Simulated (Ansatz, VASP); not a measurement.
# Two plane-wave programs on Ge2Sb2Te5

```
Ge Sb Te
1.0
     3.96550    0.00000    0.00000
    -1.98275    3.43422    0.00000
     0.00000    0.00000   18.08655
Ge Sb Te
2 2 5
Direct
  0.00000 0.00000 0.33147
  0.00000 0.00000 0.66853
  0.33333 0.66667 0.11216
  0.66667 0.33333 0.88784
  0.00000 0.00000 0.00000
  0.33333 0.66667 0.79136
  0.66667 0.33333 0.20864
  0.33333 0.66667 0.40975
  0.66667 0.33333 0.59025
```

Alike in both runs: task single point; functional PBE; k mesh 9 × 9 × 2; occupations gaussian, width 0.03 eV; no spin polarisation.

```csv
,VASP,Ansatz
version,VASP 6.6.1,Ansatz 0.2.0
potentials or method,"VASP PAW PBE potentials, release 64 (Ge_d, Sb, Te), cutoff 520 eV","scalar-relativistic, plane waves, PAW"
valence electrons in the cell,68,138
```

```csv
,VASP,Ansatz,Ansatz less VASP
gap on the k mesh at the Fermi level (eV),none,none,-
pressure (GPa),9.2,9.1,-0.09
"traceless stress, the component that is largest in VASP (GPa)",-1.53,-1.54,-0.012
rms of the force components (eV/Å),0.456,0.439,-0.0167
```

Atom by atom the forces differ by 0.018 eV/Å (rms over components). A gap of «none» marks a metal or a gap that the smearing closes. VASP's potentials hold 68 valence electrons a cell and Ansatz's 138, so a difference there can come from the potentials and not from the codes.

Spin-orbit coupling is off throughout.
